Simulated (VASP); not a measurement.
# HfSi3 in VASP: further runs

Runs on HfSi3. Level: PBE. Tasks: single point.

All numbers are computed with VASP 6.6.1; they aren't measurements. Logs are shortened: lines on timing, memory, paths and dates and some standing lists are left out, and cuts for length are marked.

### Step 1. The cell of the first run

The cell holds an amorphous packing of atoms, 20 atoms: a = 6.784 Å, b = 7.082 Å, c = 7.052 Å, α = 90.86°, β = 94.08°, γ = 91.20°.

### Step 2. Single point, PBE

INCAR reads:

```
PREC = Accurate
ENCUT = 520
EDIFF = 1E-6
ISMEAR = -1
SIGMA = 0.0948
LREAL = Auto
LASPH = True
NELM = 80
ALGO = Normal
ISIF = 2
LWAVE = False
LCHARG = False
GGA = PE
NBANDS = 71
ISYM = 0
```

KPOINTS reads:

```
Automatic mesh
0
Gamma
  1 1 1
  0.25 0.25 0.25
```

POSCAR reads:

```
HfSi3
1.0
    6.7792930000     -0.0738530000     -0.2467120000
   -0.0738530000      7.0813630000     -0.0543890000
   -0.2467120000     -0.0543890000      7.0472650000
Si Hf
15 5
Direct
    0.0409200723     -0.0160474234      0.8811947145
    0.3810247400      0.2499344156      0.8491883104
    0.8895516439      0.7386959203      0.3350843196
    0.5953522747      0.0624385642      0.4221733568
    0.4023824503      0.5987432762      0.5330366642
    0.6140651080      0.3686426645      0.6398347922
    0.3919600809      0.9189339298      0.8844490952
    0.0929593786      0.4439553394      0.3391786007
    0.0809642057      0.7524866716      0.6099730660
    0.4553799146      0.7771305908      0.2648814888
    0.2885216998      0.0264102533      0.5668498620
    0.5061974440      0.5756013511      0.9598799486
    0.9474996531      0.4820541250      0.7283375857
    0.9612373405      0.2931910219      1.0287887788
    0.6722231069      0.7947303104      0.7161029270
    0.1270627050      0.6718848047      0.0130216526
    0.7393404186      0.9695604845      0.0990684441
    0.6698356399      0.4147712552      0.2383101081
    0.9478703820      0.1547553150      0.5346391805
    0.2879339405      0.1173361251      0.2068967965
```

Potentials or basis: VASP PAW PBE potentials, release 64 (Si, Hf_pv).

On the command line:

```
$ cat potpaw_PBE.64/Si/POTCAR potpaw_PBE.64/Hf_pv/POTCAR > POTCAR
$ mpirun -np 1 vasp_std > vasp.out
```

OUTCAR:

```text
PREC = Accurate
   ENCUT = 520
   EDIFF = 1E-6
   ISMEAR = -1
   LREAL = Auto
   LASPH = True
   NELM = 80
   ISIF = 2
   GGA = PE
   ISYM = 0

 ion  position               nearest neighbor table
   1  0.041  0.984  0.881-   7 2.43  16 2.48  14 2.50   9 2.53  17 2.65  19 2.78  20 2.88  11 2.89
                            15 2.97   2 2.97
   2  0.381  0.250  0.849-   7 2.36   6 2.39  12 2.53  11 2.56  20 2.81   1 2.97  18 3.43
   3  0.890  0.739  0.335-   9 2.25   8 2.53  17 2.53  18 2.76  16 2.92  10 2.97  19 3.25
   4  0.595  0.062  0.422-  11 2.39  10 2.43  20 2.53  19 2.53  17 2.62   6 2.63  15 2.86  18 2.88
[... 14 lines left out ...]
  12  0.506  0.576  0.960-  18 2.49   2 2.53  10 2.61   7 2.62  15 2.63  16 2.72   6 2.82   5 3.05
                            17 3.28
  13  0.947  0.482  0.728-   9 2.30   6 2.42  14 2.52  16 2.61  19 2.67  15 2.92   8 2.99
  14  0.961  0.293  0.029-   1 2.50   8 2.52  13 2.52  18 2.70  17 2.79  20 2.79  16 2.89
  15  0.672  0.795  0.716-   7 2.48   5 2.54  12 2.63   4 2.86  13 2.92   9 2.94  17 2.96   1 2.97
                             6 3.07  19 3.45
  16  0.127  0.672  0.013-   1 2.48  13 2.61   7 2.69  12 2.72  10 2.83   8 2.85  14 2.89   9 2.90
                             3 2.92  17 3.49  20 3.54
  17  0.739  0.970  0.099-   3 2.53   4 2.62   1 2.65  10 2.68   7 2.72  14 2.79  15 2.96  12 3.28
                            18 3.34  20 3.39  16 3.49  19 3.51  20 3.86
  18  0.670  0.415  0.238-  12 2.49  14 2.70   3 2.76   4 2.88   6 2.91   8 2.91  10 2.99   5 3.14
                            20 3.30  19 3.32  17 3.34   2 3.43
  19  0.948  0.155  0.535-  11 2.50   4 2.53  13 2.67   8 2.69   1 2.78   6 2.88   9 3.05   3 3.25
                            18 3.32  20 3.39  15 3.45  17 3.51
  20  0.288  0.117  0.207-   4 2.53  11 2.63  10 2.71  14 2.79   7 2.80   2 2.81   8 2.87   1 2.88
                            18 3.30  17 3.39  19 3.39  16 3.54  17 3.86

IMPORTANT INFORMATION: All symmetrisations will be switched off!
NOSYMM: (Re-)initialisation of all symmetry stuff for point group C_1.

----------------------------------------------------------------------------------------

                                     Primitive cell

  volume of cell :     337.8240

  direct lattice vectors                    reciprocal lattice vectors
     6.779293000 -0.073853000 -0.246712000     0.147713857  0.001580350  0.005183392
    -0.073853000  7.081363000 -0.054389000     0.001580350  0.141241031  0.001145388
    -0.246712000 -0.054389000  7.047265000     0.005183392  0.001145388  0.142089321

  length of vectors
     6.784182682  7.081956959  7.051791897     0.147813222  0.141254516  0.142188448

  position of ions in fractional coordinates (direct lattice)
     0.040920072  0.983952577  0.881194714
     0.381024740  0.249934416  0.849188310
     0.889551644  0.738695920  0.335084320
     0.595352275  0.062438564  0.422173357
     0.402382450  0.598743276  0.533036664
     0.614065108  0.368642665  0.639834792
[... 99 lines left out ...]
   EFERMI =   0.00;   METHOD = LEGACY
   ISMEAR =    -1;   SIGMA  =   0.09  broadening in eV -4-tet -1-fermi 0-gaus
   EFERMI_NEDOS =   21; number of points for ismear=-14 and -15
   IALGO  =     38    algorithm
   IMIX   =      4    mixing-type and parameters
     AMIX     =   0.40;   BMIX     =  1.00
     AMIX_MAG =   1.60;   BMIX_MAG =  1.00
  volume/ion in A,a.u.               =      16.89       113.99
  Fermi-wavevector in a.u.,A,eV,Ry     =   1.126269  2.128340 17.258752  1.268482
  Thomas-Fermi vector in A             =   2.262950
   LORBIT       =      0    0 simple, 1 ext, 2 COOP (PROOUT), +10 PAW based schemes
   GGA     = PE    functional components
   LHFCALC =     F    Hartree Fock is set to
   AEXX    =    0.0000 exact exchange contribution
   IVDW    =     0    specifies the selected vdW correction
   LEPSILON=     F    determine dielectric tensor
   LRPA    =     F    only Hartree local field effects (RPA)
 non-spin polarized calculation
  energy-cutoff  :      520.00
  volume of cell :      337.82
 maximum number of plane-waves:      9089
 NGX is ok and might be reduce to    50
   NGX = 25   NGY = 27   NGZ = 27

 number of electron     110.0000005 magnetization

 Free energy of the ion-electron system (eV)
  ---------------------------------------------------
  ext. energy  EPLUGINS =         0.00000000
  ---------------------------------------------------
  free energy    TOTEN  =      -130.15084308 eV

  energy without entropy =     -130.03042073  energy(sigma->0) =     -130.09063190

 E-fermi :   7.8730     XC(G=0): -10.9758

 val. band max:        7.6108066043   @ k =   0.2500   0.2500   0.2500
 cond. band min:       8.1400230683   @ k =   0.2500   0.2500   0.2500
 fundamental gap:      0.5292164640
 Fermi energy:         7.8730065167

 k-point     1 :       0.2500    0.2500    0.2500
  band No.  band energies     occupation
      1     -23.1473      2.00000
      2     -23.0560      2.00000
      3     -23.0390      2.00000
      4     -23.0126      2.00000
      5     -22.9783      2.00000
      6     -22.9610      2.00000
[... 59 lines left out ...]
     66       9.7067      0.00000
     67       9.9235      0.00000
 [bands above 67 left out]

------------------------ aborting loop because EDIFF is reached ----------------------------------------

  FORCE on cell =-STRESS in cart. coord.  units (eV):
  Direction    XX          YY          ZZ          XY          YZ          ZX
  --------------------------------------------------------------------------------------
  -------------------------------------------------------------------------------------
  Total       18.5338453      1.6330128     10.4466363      4.9739794     -1.6933407      9.6900859
  in kB       87.8993449      7.7447906     49.5446290     23.5897908     -8.0309042     45.9565833
  external PRESSURE =      48.3962549 kB  Pullay stress =       0.0000000 kB

 VOLUME and BASIS-vectors are now :
 -----------------------------------------------------------------------------
  energy-cutoff  :      520.00
  volume of cell :      337.82
      direct lattice vectors                 reciprocal lattice vectors
     6.779293000 -0.073853000 -0.246712000     0.147713857  0.001580350  0.005183392
    -0.073853000  7.081363000 -0.054389000     0.001580350  0.141241031  0.001145388
    -0.246712000 -0.054389000  7.047265000     0.005183392  0.001145388  0.142089321

 POSITION                                       TOTAL-FORCE (eV/Angst)
 -----------------------------------------------------------------------------------
     -0.01266      6.91678      6.14640        -1.099995      1.563089     -1.594556
      2.35511      1.69555      5.87686        -0.044025      1.109602      0.351813
      5.89331      5.14705      2.10179         0.102770     -0.491048     -0.609442
      3.92730      0.37522      2.82489         0.252056      0.532520      0.644255
      2.55214      4.18121      3.62461        -0.050900      0.214726     -0.291104
      3.97785      2.53034      4.33754         0.649777     -0.443548     -0.063891
[... 12 lines left out ...]
      6.28256      0.99680      3.52548        -0.231380      0.190533      0.177216
      1.89228      0.79838      1.38064        -1.689380     -0.089402     -1.568940
 -----------------------------------------------------------------------------------
    total drift:                                0.001969      0.002815     -0.004253

  FREE ENERGIE OF THE ION-ELECTRON SYSTEM (eV)
  ---------------------------------------------------
  free  energy   TOTEN  =      -130.1508430777 eV

  energy  without entropy=     -130.0304207256  energy(sigma->0) =     -130.09063190
```

stdout:

```text
POSCAR found type information on POSCAR SiHf
 POSCAR found :  2 types and      20 ions
 scaLAPACK will be used
 LDA part: xc-table for (Slater+PW92), standard interpolation
 POSCAR, INCAR and KPOINTS ok, starting setup
 FFT: planning ... GRIDC
 FFT: planning ... GRID_SOFT
 FFT: planning ... GRID
 WAVECAR not read
 entering main loop
```

It took 76 s on 1 thread of AMD EPYC 7R43 (Zen 3), shared host; peak memory 0.31 GiB.

What came out:

```yaml
Free_energy: -130.1508 eV
Pressure: 4.8 GPa
Largest_force: 2.597 eV/Å
Band_gap_on_the_k_mesh: 0.53 eV
```

Forces on the atoms (eV/Å):
```
Si  -1.100  1.563 -1.595
Si  -0.044  1.110  0.352
Si   0.103 -0.491 -0.609
Si   0.252  0.533  0.644
Si  -0.051  0.215 -0.291
Si   0.650 -0.444 -0.064
Si   0.576 -1.046 -0.100
Si  -0.010 -0.112  0.115
Si   1.116  0.889  1.431
Si  -0.073 -0.993 -0.500
Si   0.923 -0.675  0.621
Si  -0.299  1.121 -0.941
Si  -0.727 -0.854 -0.269
Si   0.350  0.271  0.383
Si   0.866 -0.091  0.052
Hf  -1.060 -1.520  1.819
Hf   0.587  0.053 -0.995
Hf  -0.137  0.371  1.338
Hf  -0.231  0.191  0.177
Hf  -1.689 -0.089 -1.569
```

Caveat: the k points lie up to 0.93 Å⁻¹ apart; spin-orbit coupling is left out, which moves the levels of the heavy elements.

### Step 3. Single point, PBE

INCAR reads:

```
SYSTEM = HfSi3
  PREC = Accurate
  ENCUT = 520
  EDIFF = 1E-7
  ISMEAR = -1
  SIGMA = 0.0948
  LREAL = Auto
  LASPH = .True.
  NELM = 100
  ALGO = Normal
  ISIF = 2
  LWAVE = .False.
  LCHARG = .True.
  GGA = PE
  LELF = .True.
  LVHAR = .True.
  NBANDS = 71
  ISYM = 0
```

KPOINTS is that of step 2.

POSCAR reads:

```
HfSi3
1.0
    6.7792930000     -0.0738530000     -0.2467120000
   -0.0738530000      7.0813630000     -0.0543890000
   -0.2467120000     -0.0543890000      7.0472650000
Si Hf
15 5
Direct
    0.0108372003      0.0455731976      0.8293955667
    0.4088399216      0.3316094765      0.8996492430
    1.0047051051      0.8090817366      0.3103382592
    0.6059446546      0.0742566114      0.4292263113
    0.4043478616      0.6314164550      0.5806471843
    0.5892650489      0.3623592953      0.6341487256
    0.3767021361      0.9475744201      0.9075154067
    0.0862678455      0.4864547279      0.3562001853
    0.0531581538      0.7548265664      0.6586079872
    0.4385540473      0.7642208966      0.2802230023
    0.2775078279      0.0294542357      0.5462749730
    0.5571382387      0.6736750361      0.9568137711
    0.8719863867      0.4834398733      0.7707518189
    0.9557492842      0.3059109516      1.0991844365
    0.7256037356      0.8806692596      0.7367426752
    0.1564105379      0.6347584900      0.0155527337
    0.7638016780      0.9820141287      0.1297775529
    0.6446944487      0.4506264229      0.2625468146
    0.9460121869      0.1935848206      0.4947792432
    0.2634012578      0.1216543784      0.1774042712
```

Potentials or basis: VASP PAW PBE potentials, release 64 (Si, Hf_pv).

On the command line:

```
$ cat potpaw_PBE.64/Si/POTCAR potpaw_PBE.64/Hf_pv/POTCAR > POTCAR
$ mpirun -np 1 vasp_std > vasp.out
```

OUTCAR:

```text
SYSTEM = HfSi3
   PREC = Accurate
   ENCUT = 520
   EDIFF = 1E-7
   ISMEAR = -1
   LREAL = Auto
   LASPH = .True.
   NELM = 100
   ISIF = 2
   GGA = PE
   ISYM = 0

 ion  position               nearest neighbor table
   1  0.011  0.046  0.829-  15 2.29   9 2.40  19 2.61   7 2.61  14 2.68  11 2.79  17 2.83  20 2.93
                            16 3.35
   2  0.409  0.332  0.900-   6 2.32  12 2.62  20 2.71   7 2.73  16 2.92  18 3.02   5 3.12
   3  0.005  0.809  0.310-  17 2.37   8 2.38   9 2.49  16 2.68  11 2.83  10 2.99  20 3.00  19 3.05
                            18 3.48
   4  0.606  0.074  0.429-  11 2.45  19 2.45   6 2.49  17 2.52  10 2.62  15 2.67  20 2.85  18 2.94

   5  0.404  0.631  0.581-   6 2.32  10 2.36   9 2.65   8 2.75  12 2.79  15 2.92  11 2.97   2 3.12
                            18 3.14
   6  0.589  0.362  0.634-  13 2.23   2 2.32   5 2.32   4 2.49  18 2.75  19 2.95
   7  0.377  0.948  0.908-  12 2.33  20 2.43   1 2.61  11 2.66   2 2.73  15 2.78  16 2.79  10 2.96
                            17 2.96   9 3.00
   8  0.086  0.486  0.356-  14 2.31   3 2.38  19 2.50  16 2.71   5 2.75   9 2.86  18 3.03  10 3.14
                            20 3.16
   9  0.053  0.755  0.659-   1 2.40  13 2.43   3 2.49  15 2.51  11 2.61   5 2.65  16 2.72   8 2.86
[... 190 lines left out ...]
      2     -23.2470      2.00000
      3     -23.1468      2.00000
      4     -23.0830      2.00000
      5     -23.0390      2.00000
      6     -23.0074      2.00000
[... 59 lines left out ...]
     66       9.8017      0.00000
     67       9.8460      0.00000
 [bands above 67 left out]

------------------------ aborting loop because EDIFF is reached ----------------------------------------

  FORCE on cell =-STRESS in cart. coord.  units (eV):
  Direction    XX          YY          ZZ          XY          YZ          ZX
  --------------------------------------------------------------------------------------
  -------------------------------------------------------------------------------------
  Total       18.7372365      5.0039053     11.5629872      2.9391442      3.5188295      4.6921484
  in kB       88.8639560     23.7317187     54.8390790     13.9393011     16.6885394     22.2531681
  external PRESSURE =      55.8115846 kB  Pullay stress =       0.0000000 kB

 VOLUME and BASIS-vectors are now :
 -----------------------------------------------------------------------------
  energy-cutoff  :      520.00
  volume of cell :      337.82
      direct lattice vectors                 reciprocal lattice vectors
     6.779293000 -0.073853000 -0.246712000     0.147713857  0.001580350  0.005183392
    -0.073853000  7.081363000 -0.054389000     0.001580350  0.141241031  0.001145388
    -0.246712000 -0.054389000  7.047265000     0.005183392  0.001145388  0.142089321

 POSITION                                       TOTAL-FORCE (eV/Angst)
 -----------------------------------------------------------------------------------
     -0.13452      0.27681      5.83982         0.604540      0.636701      1.954647
      2.52520      2.26912      6.22116        -0.192260      0.164233      0.971798
     -0.10442      5.71217      2.14187         0.992556     -1.037633      1.541120
      3.99650      0.45774      2.87134        -2.776845     -0.155482      0.421982
      2.55131      4.40985      3.95788        -0.018777      0.526362     -0.236785
      3.81159      2.48799      4.30393        -0.156965     -0.973654     -0.906113
[... 12 lines left out ...]
      6.27693      1.27407      3.24292         0.441729     -0.395154      0.834291
      1.73292      0.83238      1.17861         0.624546     -0.001121      1.838016
 -----------------------------------------------------------------------------------
    total drift:                               -0.002963      0.005766      0.005061

  FREE ENERGIE OF THE ION-ELECTRON SYSTEM (eV)
  ---------------------------------------------------
  free  energy   TOTEN  =      -129.5830289775 eV

  energy  without entropy=     -129.4754895876  energy(sigma->0) =     -129.52925928
```

OSZICAR:

```text
N       E                     dE             d eps       ncg     rms          rms(c)
DAV:   1     0.436498631658E+03    0.43650E+03   -0.51115E+04   142   0.139E+03
DAV:   2    -0.975789331342E+02   -0.53408E+03   -0.51014E+03   165   0.303E+02
DAV:   3    -0.133685954717E+03   -0.36107E+02   -0.35068E+02   188   0.549E+01
DAV:   4    -0.134637207115E+03   -0.95125E+00   -0.93850E+00   180   0.935E+00
DAV:   5    -0.134654811429E+03   -0.17604E-01   -0.17540E-01   172   0.134E+00    0.104E+02
DAV:   6    -0.130118471752E+03    0.45363E+01   -0.12093E+01   172   0.946E+00    0.621E+01
DAV:   7    -0.129889737617E+03    0.22873E+00   -0.66688E+00   180   0.779E+00    0.103E+01
DAV:   8    -0.129625625048E+03    0.26411E+00   -0.17881E+00   172   0.502E+00    0.443E+00
DAV:   9    -0.129586171043E+03    0.39454E-01   -0.36866E-01   172   0.181E+00    0.176E+00
DAV:  10    -0.129583727489E+03    0.24436E-02   -0.34143E-02   172   0.584E-01    0.820E-01
DAV:  11    -0.129583057027E+03    0.67046E-03   -0.67149E-03   172   0.246E-01    0.379E-01
DAV:  12    -0.129583052878E+03    0.41493E-05   -0.80790E-04   172   0.891E-02    0.100E-01
DAV:  13    -0.129583033877E+03    0.19001E-04   -0.98735E-05   180   0.311E-02    0.437E-02
DAV:  14    -0.129583029363E+03    0.45142E-05   -0.26716E-05   172   0.149E-02    0.212E-02
DAV:  15    -0.129583029230E+03    0.13308E-06   -0.32571E-06   172   0.574E-03    0.917E-03
DAV:  16    -0.129583029127E+03    0.10280E-06   -0.53517E-07   156   0.222E-03    0.281E-03
DAV:  17    -0.129583029005E+03    0.12137E-06   -0.80037E-08    92   0.929E-04    0.113E-03
DAV:  18    -0.129583028977E+03    0.28003E-07   -0.17627E-08    92   0.425E-04
   1 F= -.12958303E+03 E0= -.12952926E+03  d E =-.107539E+00
```

Wall time 85 s (1 thread of AMD EPYC 7R43 (Zen 3), shared host); peak memory 0.31 GiB.

What came out:

```yaml
Free_energy: -129.5830 eV
Pressure: 5.6 GPa
Largest_force: 3.928 eV/Å
Band_gap_on_the_k_mesh: 0.53 eV
```

Forces in eV/Å, atoms in the order of the input:
```
Si   0.605  0.637  1.955
Si  -0.192  0.164  0.972
Si   0.993 -1.038  1.541
Si  -2.777 -0.155  0.422
Si  -0.019  0.526 -0.237
Si  -0.157 -0.974 -0.906
Si   0.693 -0.196 -2.794
Si   0.784  0.801  0.947
Si  -0.266 -0.255 -0.638
Si   0.392  1.702  0.001
Si   1.403 -0.562  1.266
Si   0.124 -1.346  0.394
Si   0.990 -0.213  0.260
Si  -0.925  0.888 -1.241
Si  -0.429 -0.162 -0.966
Hf   0.019  0.556  0.088
Hf  -2.174  0.137 -3.268
Hf  -0.129 -0.114 -0.467
Hf   0.442 -0.395  0.834
Hf   0.625 -0.001  1.838
```

Levels at points of the mesh, in eV from the valence-band top:
| k point | band 51 | band 52 | band 53 | band 54 | band 55 | band 56 | band 57 | band 58 | band 59 | band 60 |
| --- | --- | --- | --- | --- | --- | --- | --- | --- | --- | --- |
| (0.25, 0.25, 0.25) | -0.78 | -0.60 | -0.38 | -0.23 | 0.00 | 0.53 | 0.67 | 0.87 | 1.03 | 1.06 |

Caveat: the k points lie up to 0.93 Å⁻¹ apart; spin-orbit coupling is left out, which moves the levels of the heavy elements.

(Part 1 of 2 ends here.)
